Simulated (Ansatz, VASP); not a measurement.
**One calculation of Ru, two programs**

INCAR

```
PREC = Accurate
ENCUT = 520
EDIFF = 1E-7
ISMEAR = -1
SIGMA = 0.1
LREAL = False
LASPH = True
NELM = 80
ALGO = Normal
ISIF = 2
LWAVE = False
LCHARG = False
NBANDS = 21
```

The input KPOINTS:

```
Automatic mesh
0
Gamma
  13 13 13
```

POSCAR

```
Ru
1.0
    0.0000000000      2.5857202924      2.5857202924
    2.5857202924      0.0000000000      2.5857202924
    2.5857202924      2.5857202924      0.0000000000
Ru
2
Direct
   -0.1250000000     -0.1250000000     -0.1250000000
    0.1250000000      0.1250000000      0.1250000000
```

Input for Ansatz:

```yaml
crystal:
  lattice:
    - [0.0, 2.5857202924, 2.5857202924]
    - [2.5857202924, 0.0, 2.5857202924]
    - [2.5857202924, 2.5857202924, 0.0]
  atoms:
    - { symbol: Ru, position: [-0.125, -0.125, -0.125] }
    - { symbol: Ru, position: [0.125, 0.125, 0.125] }
kpoints:
  mp_grid: { grid: [13, 13, 13] }
scf:
  occupations: { method: fermi_dirac, width: 0.1 }
hamiltonian:
  xc: lda
  pseudopotentials: { kind: all_electron, lapw: { basis_error: 0.001 } }
output:
  forces: true
  stress: true
  eigenvalues: true
  populations: true
```

Change from the starting cell: volume scaled by 0.9, LAPW.

Alike in both runs: task single point; functional LDA; k mesh 13 × 13 × 13; occupations fermi-dirac, width 0.1 eV; no spin polarisation.

|  | VASP | Ansatz |
| --- | --- | --- |
| version | VASP 6.6.1 | Ansatz 0.2.0 |
| potentials or method | VASP PAW LDA potentials, release 64 (Ru_pv), cutoff 520 eV | all-electron LAPW, scalar-relativistic |

|  | VASP | Ansatz | Ansatz less VASP |
| --- | --- | --- | --- |
| pressure (GPa) | 27.5 | 26.2 | -1.28 |

LDA's correlation is that of Perdew and Zunger in VASP and of Perdew and Wang (1992) in Ansatz. Ansatz ran all-electron here, and VASP with PAW potentials.
